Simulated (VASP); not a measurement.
The system is RbBr.

```
Rb Br
1.0
     4.12608    0.00000    0.00000
     0.00000    4.12608    0.00000
     0.00000    0.00000    4.12608
Rb Br
1 1
Direct
  0.00000 0.00000 0.00000
  0.50000 0.50000 0.50000
```

Base run:

- Program: VASP 6.6.1
- Functional: RPBE
- Potentials or basis: VASP PAW PBE potentials, release 64 (Rb_sv, Br)
- Cutoff: 520 eV
- k mesh: 7 × 7 × 7
- Occupations: gaussian, width 0.02 eV
- Spin: no spin polarisation

Its results: band gap on the k mesh 4.42 eV, indirect (least direct gap 4.54 eV); pressure 2.5 GPa.

**Question.** The run is repeated on the same cell with these changes: functional from RPBE to r2SCAN; occupations from gaussian, width 0.02 eV to fermi-dirac, width 0.05 eV. What comes out?

**Answer.** Band gap on the k mesh 4.85 eV, indirect (least direct gap 4.99 eV); pressure 0.0 GPa.

Caveats: the PAW data sets were made with another functional, which shifts forces and pressure a little.

A k mesh can miss the band edges.
